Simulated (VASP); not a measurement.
# AlN (wurtzite to rock salt path) in VASP: a series of runs

The runs below take AlN (wurtzite to rock salt path) through single point, relaxation of volume and atoms at fixed shape, with PBEsol.

All numbers are computed with VASP 6.6.1; they aren't measurements. Logs are shortened: lines on timing, memory, paths and dates and some standing lists are left out, and cuts for length are marked.

## 1. The cell of the first run

The structure is hexagonal, space group P6_3/mmc (No. 194). Conventional cell: a = 3.377 Å, b = 3.377 Å, c = 3.715 Å, α = 90.00°, β = 90.00°, γ = 120.00°. Al (site symmetry -6m2) has 5 N at 1.86 to 1.95 Å within 2.5 Å. N (site symmetry -6m2) has 5 Al at 1.86 to 1.95 Å within 2.5 Å.

## 2. Single point, PBEsol

INCAR reads:

```
SYSTEM = AlN
PREC     = Accurate       ! precision mode
ENCUT    = 520            ! plane-wave cutoff, eV
EDIFF    = 1E-7           ! SCF threshold, eV
ISMEAR   = 0              ! smearing method
SIGMA    = 0.01           ! smearing width, eV
LREAL    = .FALSE.        ! projectors in reciprocal space
LASPH    = .TRUE.         ! aspherical terms in the spheres
NELM     = 100            ! most SCF steps
ALGO     = Normal         ! electronic algorithm
ISIF     = 2              ! what is computed and relaxed
LWAVE    = .FALSE.        ! write WAVECAR
LCHARG   = .FALSE.        ! write CHGCAR
GGA      = PS             ! functional
NBANDS   = 16             ! bands
```

KPOINTS reads:

```
Automatic mesh
0
G
  9 9 7
  0 0 0
```

POSCAR reads:

```
AlN
1.0
    1.6887493728     -2.9249139136      0.0000000000
    1.6887493728      2.9249139136      0.0000000000
    0.0000000000      0.0000000000      3.7152486201
Al N
2 2
Direct
    0.0000014407     -0.0000014407     -0.0039875591
    0.6666652260      0.3333347740      0.4960124409
    0.0000030286     -0.0000030286      0.4959875591
    0.6666636381      0.3333363619      0.9959875591
```

Potentials or basis: VASP PAW PBE potentials, release 64 (Al, N).

Run with:

```
> cat potpaw_PBE.64/Al/POTCAR potpaw_PBE.64/N/POTCAR > POTCAR
> mpirun -np 1 vasp_std > vasp.out
```

OUTCAR:

```text
SYSTEM = AlN
   PREC = Accurate
   ENCUT = 520
   EDIFF = 1E-7
   ISMEAR = 0
   LREAL = .FALSE.
   LASPH = .TRUE.
   NELM = 100
   ISIF = 2
   GGA = PS

 ion  position               nearest neighbor table
   1  0.000  1.000  0.996-   3 1.86   3 1.86   4 1.95   4 1.95   4 1.95   2 2.69   2 2.69   2 2.69
                             2 2.69   2 2.69   2 2.69
   2  0.667  0.333  0.496-   4 1.86   4 1.86   3 1.95   3 1.95   3 1.95   1 2.69   1 2.69   1 2.69
                             1 2.69   1 2.69   1 2.69
   3  0.000  1.000  0.496-   1 1.86   1 1.86   2 1.95   2 1.95   2 1.95
   4  0.667  0.333  0.996-   2 1.86   2 1.86   1 1.95   1 1.95   1 1.95

  LATTYP: Found a base centered orthorhombic cell.
 ALAT       =     3.3774987456
 B/A-ratio  =     1.7319999999
 C/A-ratio  =     1.1000000000

  Lattice vectors:

 A1 = (   1.6887493728,  -2.9249139136,   0.0000000000)
 A2 = (   1.6887493728,   2.9249139136,   0.0000000000)
 A3 = (   0.0000000000,   0.0000000000,   3.7152486201)

Analysis of symmetry for initial positions (statically):
=====================================================================
 Subroutine PRICEL returns:
 Original cell was already a primitive cell.

 Routine SETGRP: Setting up the symmetry group for a
 base centered orthorhombic supercell.

 Subroutine GETGRP returns: Found  4 space group operations
 (whereof  2 operations were pure point group operations)
 out of a pool of  8 trial point group operations.

The static configuration has the point symmetry C_1h.
 The point group associated with its full space group is C_2v.

Analysis of symmetry for dynamics (positions and initial velocities):
=====================================================================
 Subroutine PRICEL returns:
 Original cell was already a primitive cell.

 Routine SETGRP: Setting up the symmetry group for a
 base centered orthorhombic supercell.

 Subroutine GETGRP returns: Found  4 space group operations
 (whereof  2 operations were pure point group operations)
 out of a pool of  8 trial point group operations.

The dynamic configuration has the point symmetry C_1h.
 The point group associated with its full space group is C_2v.

 Subroutine INISYM returns: Found  4 space group operations
 (whereof  2 operations are pure point group operations),
 and found     1 'primitive' translations

----------------------------------------------------------------------------------------

                                     Primitive cell

  volume of cell :      36.7025

  direct lattice vectors                    reciprocal lattice vectors
     1.688749373 -2.924913914  0.000000000     0.296077090 -0.170945202  0.000000000
     1.688749373  2.924913914  0.000000000     0.296077090  0.170945202  0.000000000
     0.000000000  0.000000000  3.715248620     0.000000000  0.000000000  0.269160991

  length of vectors
     3.377424440  3.377424440  3.715248620     0.341882882  0.341882882  0.269160991

  position of ions in fractional coordinates (direct lattice)
     0.000001441  0.999998559  0.996012441
     0.666665226  0.333334774  0.496012441
     0.000003029  0.999996971  0.495987559
     0.666663638  0.333336362  0.995987559

  ion indices of the primitive-cell ions
   primitive index   ion index
                 1           1
                 2           2
                 3           3
                 4           4

----------------------------------------------------------------------------------------

 KPOINTS: Automatic mesh

Automatic generation of k-mesh.
 Grid dimensions read from file:
 generate k-points for:    9    9    7

 Generating k-lattice:

  Cartesian coordinates                     Fractional coordinates (reciprocal lattice)
     0.032897454 -0.018993911  0.000000000     0.111111111  0.000000000  0.000000000
     0.032897454  0.018993911  0.000000000     0.000000000  0.111111111  0.000000000
     0.000000000  0.000000000  0.038451570     0.000000000  0.000000000  0.142857143

  Length of vectors
     0.037986987  0.037986987  0.038451570

  Shift w.r.t. Gamma in fractional coordinates (k-lattice)
     0.000000000  0.000000000  0.000000000

 Subroutine IBZKPT returns following result:
 ===========================================

 Found    100 irreducible k-points:

 Following reciprocal coordinates:
            Coordinates               Weight
  0.000000  0.000000  0.000000      1.000000
  0.111111 -0.000000  0.000000      4.000000
  0.222222 -0.000000  0.000000      4.000000
  0.333333  0.000000  0.000000      4.000000
  0.444444 -0.000000  0.000000      4.000000
  0.111111  0.111111  0.000000      2.000000
[... 16 lines left out ...]
 -0.333333  0.333333  0.000000      2.000000
  0.444444  0.444444  0.000000      2.000000
 [... further k-points ...]
   k-points           NKPTS =    100   k-points in BZ     NKDIM =    100   number of bands    NBANDS=     16
   number of dos      NEDOS =    301   number of ions     NIONS =      4
   total plane-waves  NPLWV =  21952
   dimension x,y,z NGX =    28 NGY =   28 NGZ =   28
   dimension x,y,z NGXF=    56 NGYF=   56 NGZF=   56
   ions per type =               2   2
   NGX,Y,Z   is equivalent  to a cutoff of  13.78, 13.78, 12.53 a.u.
   NGXF,Y,Z  is equivalent  to a cutoff of  27.56, 27.56, 25.06 a.u.
 SYSTEM =  AlN
   PREC   = accura    normal or accurate (medium, high low for compatibility)
   ISTART =      0    job   : 0-new  1-cont  2-samecut
   ICHARG =      2    charge: 1-file 2-atom 10-const
   ISPIN  =      1    spin polarized calculation?
   LNONCOLLINEAR =      F non collinear calculations
   LSORBIT =      F    spin-orbit coupling
   LASPH  =      T    aspherical Exc in radial PAW
   ENCUT  =  520.0 eV  38.22 Ry    6.18 a.u.   6.28  6.28  6.91*2*pi/ulx,y,z
   NELM   =    100;   NELMIN=  2; NELMDL= -5     # of ELM steps
   EDIFF  = 0.1E-06   stopping-criterion for ELM
   LREAL  =      F    real-space projection
   EDIFFG = 0.1E-05   stopping-criterion for IOM
   NSW    =      0    number of steps for IOM
   IBRION =     -1    ionic relax: 0-MD 1-quasi-New 2-CG
   NFREE  =      0    steps in history (QN), initial steepest desc. (CG)
   ISIF   =      2    stress and relaxation
   ISYM   =      2    0-nonsym 1-usesym 2-fastsym
   POTIM  = 0.5000    time-step for ionic-motion
   TEBEG  =    0.0;   TEEND  =   0.0 temperature during run
   PSTRESS=    0.0 pullay stress
   NELECT =      16.0000    total number of electrons
   NUPDOWN=      -1.0000    fix difference up-down
   EMIN   =  10.00;   EMAX   =-10.00  energy-range for DOS
   EFERMI =   0.00;   METHOD = LEGACY
   ISMEAR =     0;   SIGMA  =   0.01  broadening in eV -4-tet -1-fermi 0-gaus
   EFERMI_NEDOS =   21; number of points for ismear=-14 and -15
   IALGO  =     38    algorithm
   IMIX   =      4    mixing-type and parameters
     AMIX     =   0.40;   BMIX     =  1.00
     AMIX_MAG =   1.60;   BMIX_MAG =  1.00
  volume/ion in A,a.u.               =       9.18        61.92
  Fermi-wavevector in a.u.,A,eV,Ry     =   1.241317  2.345749 20.964787  1.540868
  Thomas-Fermi vector in A             =   2.375720
   LORBIT       =      0    0 simple, 1 ext, 2 COOP (PROOUT), +10 PAW based schemes
   GGA     = PS    functional components
   LHFCALC =     F    Hartree Fock is set to
   AEXX    =    0.0000 exact exchange contribution
   IVDW    =     0    specifies the selected vdW correction
   LEPSILON=     F    determine dielectric tensor
   LRPA    =     F    only Hartree local field effects (RPA)
 non-spin polarized calculation
 Gauss-broadening in eV      SIGMA  =   0.01
  energy-cutoff  :      520.00
  volume of cell :       36.70
 maximum number of plane-waves:      1009
 NGX is ok and might be reduce to    28
   NGX = 13   NGY = 13   NGZ = 13

 number of electron      15.9999999 magnetization

 Free energy of the ion-electron system (eV)
  ---------------------------------------------------
  ext. energy  EPLUGINS =         0.00000000
  ---------------------------------------------------
  free energy    TOTEN  =       -30.44107135 eV

  energy without entropy =      -30.44107135  energy(sigma->0) =      -30.44107135

 E-fermi :   8.1815     XC(G=0): -11.6695

 val. band max:        8.0532162007   @ k =   0.0000   0.0000   0.0000
 cond. band min:      12.0865732304   @ k =   0.0000   0.0000   0.0000
 fundamental gap:      4.0333570297
 Fermi energy:         8.1815224749

 k-point     1 :       0.0000    0.0000    0.0000
  band No.  band energies     occupation
      1      -8.7825      2.00000
      2      -4.0541      2.00000
      3       1.7100      2.00000
      4       4.6707      2.00000
      5       4.6710      2.00000
      6       7.1564      2.00000
[... 8 lines left out ...]
     15      20.8458      0.00000
     16      20.8459      0.00000

 k-point     2 :       0.1111   -0.0000    0.0000
  band No.  band energies     occupation
      1      -8.6445      2.00000
      2      -4.1255      2.00000
      3       1.8443      2.00000
      4       4.3163      2.00000
      5       4.4570      2.00000
      6       6.7353      2.00000
[... 8 lines left out ...]
     15      20.5663      0.00000
     16      21.1622      0.00000

 k-point     3 :       0.2222   -0.0000    0.0000
  band No.  band energies     occupation
      1      -8.2464      2.00000
      2      -4.3705      2.00000
      3       2.2349      2.00000
      4       3.5108      2.00000
      5       4.0243      2.00000
      6       6.0510      2.00000
[... 8 lines left out ...]
     15      20.0146      0.00000
     16      21.9984      0.00000

 k-point     4 :       0.3333    0.0000    0.0000
  band No.  band energies     occupation
      1      -7.6475      2.00000
      2      -4.8290      2.00000
      3       2.7507      2.00000
      4       2.8317      2.00000
      5       3.6372      2.00000
      6       5.5602      2.00000
[... 8 lines left out ...]
     15      19.7852      0.00000
     16      23.0153      0.00000

 k-point     5 :       0.4444   -0.0000    0.0000
  band No.  band energies     occupation
      1      -7.0336      2.00000
      2      -5.3749      2.00000
      3       2.3353      2.00000
      4       3.4210      2.00000
      5       3.4532      2.00000
      6       5.3230      2.00000
[... 8 lines left out ...]
     15      21.2220      0.00000
     16      23.4925      0.00000

 k-point     6 :       0.1111    0.1111    0.0000
  band No.  band energies     occupation
      1      -8.3760      2.00000
      2      -4.2834      2.00000
      3       2.1072      2.00000
      4       3.8630      2.00000
      5       3.9725      2.00000
      6       6.3399      2.00000
[... 8 lines left out ...]
     15      20.2195      0.00000
     16      21.7057      0.00000
[... 267 lines left out ...]
 k-point    21 :       0.4444    0.3333    0.0000
  band No.  band energies     occupation
      1      -6.6941      2.00000
      2      -5.6095      2.00000
      3       1.5704      2.00000
      4       3.8276      2.00000
      5       4.0614      2.00000
      6       5.1361      2.00000
[... 8 lines left out ...]
     15      21.3282      0.00000
     16      21.6894      0.00000

 k-point    22 :      -0.4444    0.3333    0.0000
  band No.  band energies     occupation
      1      -7.2313      2.00000
      2      -5.1690      2.00000
      3       2.2224      2.00000
      4       3.2562      2.00000
      5       3.6474      2.00000
      6       5.4479      2.00000
[... 8 lines left out ...]
     15      20.7948      0.00000
     16      22.9669      0.00000

 k-point    23 :      -0.3333    0.3333    0.0000
  band No.  band energies     occupation
      1      -7.6474      2.00000
      2      -4.8289      2.00000
      3       2.7507      2.00000
      4       2.8317      2.00000
      5       3.6369      2.00000
      6       5.5603      2.00000
[... 8 lines left out ...]
     15      19.7853      0.00000
     16      23.0143      0.00000

 k-point    24 :       0.4444    0.4444    0.0000
  band No.  band energies     occupation
      1      -6.8156      2.00000
      2      -5.5493      2.00000
      3       1.9661      2.00000
      4       3.6639      2.00000
      5       3.6827      2.00000
      6       5.2554      2.00000
[... 8 lines left out ...]
     15      21.5681      0.00000
     16      22.7951      0.00000

 [... further k-points ...]
[... 5 lines left out ...]
  --------------------------------------------------------------------------------------
  -------------------------------------------------------------------------------------
  Total        1.1355655      1.1362262     11.5409590      0.0000000      0.0000000      0.0000000
  in kB       49.5708790     49.5997196    503.7978537      0.0000000      0.0000000      0.0000000
  external PRESSURE =     200.9894841 kB  Pullay stress =       0.0000000 kB

 VOLUME and BASIS-vectors are now :
 -----------------------------------------------------------------------------
  energy-cutoff  :      520.00
  volume of cell :       36.70
      direct lattice vectors                 reciprocal lattice vectors
     1.688749373 -2.924913914  0.000000000     0.296077090 -0.170945202  0.000000000
     1.688749373  2.924913914  0.000000000     0.296077090  0.170945202  0.000000000
     0.000000000  0.000000000  3.715248620     0.000000000  0.000000000  0.269160991

 POSITION                                       TOTAL-FORCE (eV/Angst)
 -----------------------------------------------------------------------------------
      1.68875      2.92491      3.70043         0.000000     -0.000012     -0.002019
      1.68875     -0.97496      1.84281         0.000000      0.000012     -0.002019
      1.68875      2.92490      1.84272         0.000000      0.000024      0.002019
      1.68875     -0.97495      3.70034         0.000000     -0.000024      0.002019
 -----------------------------------------------------------------------------------
    total drift:                                0.000000     -0.000001     -0.000222

  FREE ENERGIE OF THE ION-ELECTRON SYSTEM (eV)
  ---------------------------------------------------
  free  energy   TOTEN  =       -30.4410713523 eV

  energy  without entropy=      -30.4410713523  energy(sigma->0) =      -30.44107135
```

It took 32 s on 1 thread of AMD EPYC 9R45 (Zen 5), shared host; peak memory 0.15 GiB.

Results:

```
Free energy            : -30.4411 eV
Pressure               : 20.1 GPa
Band gap on the k mesh : 4.03 eV, direct
```

Forces in eV/Å, atoms in the order of the input:
```
Al   0.000  0.000 -0.002
Al   0.000  0.000 -0.002
N    0.000  0.000  0.002
N    0.000  0.000  0.002
```

Stress tensor (GPa, compression positive):
```
 4.96  0.00  0.00
 0.00  4.96  0.00
 0.00  0.00 50.38
```

Caveat: the PAW data sets were made with another functional, which shifts forces and pressure a little.

## 3. Relaxation of volume and atoms at fixed shape, PBEsol, target pressure 20 GPa, at which the enthalpy is minimised

This run uses another cell than the first one, of 9.27 Å³/atom, 1.010 times its volume.

INCAR reads:

```
  ALGO = Normal
  EDIFF = 1E-7
  EDIFFG = -0.01
  ENCUT = 600
  GGA = PS
  IBRION = 2
  ISIF = 8
  ISMEAR = 0
  LASPH = True
  LCHARG = False
  LREAL = False
  LWAVE = False
  NELM = 100
  NSW = 70
  PREC = Accurate
  PSTRESS = 200.0
  SIGMA = 0.01
```

KPOINTS reads:

```
k-points
0
Gamma
  9 9 7
```

POSCAR reads:

```
AlN
1.0
    1.6945695579     -2.9349944743      0.0000000000
    1.6945695579      2.9349944743      0.0000000000
    0.0000000000      0.0000000000      3.7280530274
Al N
2 2
Direct
    0.0000000000      0.0000000000      0.0000000000
    0.6666666667      0.3333333333      0.5000000000
    0.0000000000      0.0000000000      0.4920000000
    0.6666666667      0.3333333333      0.9920000000
```

Potentials or basis: VASP PAW PBE potentials, release 64 (Al, N).

Run with:

```
> cat potpaw_PBE.64/Al/POTCAR potpaw_PBE.64/N/POTCAR > POTCAR
> mpirun -np 1 vasp_std > vasp.out
```

Wall time 55 s (1 thread of AMD EPYC 9R45 (Zen 5), shared host); peak memory 0.16 GiB.

The run converged. Its results:

| Quantity | Value |
| --- | --- |
| Free energy | -30.4432 eV |
| Relaxed volume | 9.17 Å³/atom |
| Relaxed cell | a = 3.377 Å, b = 3.377 Å, c = 3.715 Å, α = 90.00°, β = 90.00°, γ = 120.00° |
| Space group after relaxing (to 0.05 Å) | P6_3/mmc (No. 194) |
| Energy change on relaxing (the enthalpy is what falls) | +6.5 meV/atom |
| Ionic steps | 3 |
| Pressure after relaxing | 20.1 GPa |
| Largest force after relaxing | 0.007 eV/Å |
| Band gap on the k mesh | 4.03 eV, direct |

Forces on the atoms (eV/Å):
```
Al   0.000  0.000 -0.007
Al   0.000  0.000 -0.007
N    0.000  0.000  0.007
N    0.000  0.000  0.007
```

Stress tensor (GPa, compression positive):
```
 4.89  0.00  0.00
 0.00  4.90  0.00
 0.00  0.00 50.39
```

Step by step:
```tsv
step	energy change (eV)	largest force (eV/Å)	pressure (GPa)	volume (Å³)
1	0.0000	0.6570	17.30	37.08
2	0.1122	0.7962	23.95	36.25
3	0.0259	0.0067	20.06	36.69
```

Final structure:
```
CELL_PARAMETERS angstrom
1.68857 -2.92460 0.00000
1.68857 2.92460 0.00000
0.00000 0.00000 3.71485
ATOMIC_POSITIONS crystal
Al 0.00000 0.00000 0.99604
Al 0.66667 0.33333 0.49604
N 0.00000 0.00000 0.49596
N 0.66667 0.33333 0.99596
```

Levels at points of the mesh, in eV from the valence-band top:
| k point | band 6 | band 7 | band 8 | band 9 | band 10 | band 11 |
| --- | --- | --- | --- | --- | --- | --- |
| (0.00, 0.00, 0.00) | -0.90 | -0.90 | 0.00 | 4.03 | 5.45 | 8.65 |

Caveat: the cell is relaxed towards a set pressure, so the enthalpy falls and the energy may rise; the PAW data sets were made with another functional, which shifts forces and pressure a little. A k mesh can miss the band edges.
